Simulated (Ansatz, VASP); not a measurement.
**One calculation of SnSe, two programs**

```
CELL_PARAMETERS angstrom
0.00000 3.01000 2.91970
3.01000 0.00000 2.91970
3.01000 3.01000 0.00000
ATOMIC_POSITIONS crystal
Sn 0.00000 0.00000 0.00000
Se 0.50000 0.50000 0.50000
```

Change from the starting cell: zz strain of -3 %, crystal datasets.

Alike in both runs: task electric field gradients; functional PBE; k mesh 9 × 9 × 9; occupations fermi-dirac, width 0.02 eV; no spin polarisation.

```csv
,VASP,Ansatz
version,VASP 6.6.1,Ansatz 0.2.0
potentials or method,"VASP PAW PBE potentials, release 64 (Sn_d, Se), cutoff 520 eV","all-electron PAW with datasets made for the crystal, scalar-relativistic"
```

|  | VASP | Ansatz | Ansatz less VASP |
| --- | --- | --- | --- |
| pressure (GPa) | 2.9 | 2.9 | -0.01 |
| traceless stress, the component that is largest in VASP (GPa) | 3.00 | 2.99 | -0.011 |
| size of Vzz on the site where it differs most (V/Å²) | 44.1 | 45.7 | +1.55 |

Ansatz ran all-electron here, and VASP with PAW potentials.
